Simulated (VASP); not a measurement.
A run of VASP 6.6.1 is set up as follows.

The input INCAR:

```
SYSTEM = Li4Nb4O11
PREC = Accurate
ENCUT = 520
EDIFF = 1E-6
ISMEAR = 0
SIGMA = 0.05
LREAL = Auto
LASPH = .TRUE.
NELM = 100
ALGO = Normal
ISIF = 2
LWAVE = .FALSE.
LCHARG = .FALSE.
GGA = PE
NBANDS = 80
NELECT = 128.0
```

The input KPOINTS:

```
Automatic mesh
0
G
  4 4 4
  0 0 0
```

File POSCAR:

```
Li4Nb4O11
1.0
    5.2231019317      0.0000000000      0.0000000000
    0.0000000000      3.0155593063     -4.5984613597
    0.0000000000      6.0311186126      4.5984613597
Li Nb O
4 4 11
Direct
    0.0000000000      0.5000000000      0.2500000000
    0.5000000000      0.0000000000      0.7500000000
    0.0000000000      0.5000000000      0.7500000000
    0.5000000000      0.0000000000      0.2500000000
    0.5000000000      0.5000000000      0.5000000000
    0.0000000000      0.0000000000      0.0000000000
    0.0000000000      0.0000000000      0.5000000000
    0.5000000000      0.5000000000      0.0000000000
    0.8803293659      0.0000000000      0.2500000000
    0.3803293659      0.5000000000      0.7500000000
    0.8098353170      0.6901646830      0.9401646830
    0.8098353170      0.3098353170      0.5598353170
    0.3098353170      0.8098353170      0.0598353170
    0.1196706341      0.0000000000      0.7500000000
    0.6196706341      0.5000000000      0.2500000000
    0.6901646830      0.8098353170      0.5598353170
    0.1901646830      0.3098353170      0.0598353170
    0.2267799245      1.2738282990      0.4401646830
    0.6901646830      0.1901646830      0.9401646830
```

Potentials or basis: VASP PAW PBE potentials, release 64 (Li_sv, Nb_sv, O).

Run with:

```sh
$ cat potpaw_PBE.64/Li_sv/POTCAR potpaw_PBE.64/Nb_sv/POTCAR potpaw_PBE.64/O/POTCAR > POTCAR
$ mpirun -np 1 vasp_std > vasp.out
```

Problem. Predict the largest force.

Solution. 4.806 eV/Å.

Forces in eV/Å, atoms in the order of the input:
```
Li  -0.268 -1.104 -0.014
Li   0.193  0.605  0.381
Li  -0.089  0.495  0.547
Li   0.293 -0.545 -0.703
Nb   3.594 -0.120  2.670
Nb  -0.346  0.061 -0.115
Nb  -3.066  2.768 -2.456
Nb   0.119 -0.482 -0.097
O    0.635  1.131  2.003
O    0.015 -1.243 -1.433
O    0.000  0.156 -0.116
O   -1.966 -0.292  0.174
O   -0.087  0.390  0.276
O    0.241 -2.584 -1.244
O   -0.667  1.641  0.972
O    0.005 -0.212 -0.942
O    0.012 -0.070  0.128
O    1.186 -0.681 -0.030
O    0.198  0.086  0.001
```

Caveat: the cell carries a net charge on a neutralising background, which shifts energy and pressure; the cell differs from its parent crystal (atoms taken out, atom 18 moved 1.125 of the way to it and -0.525 Å across, host rigid).
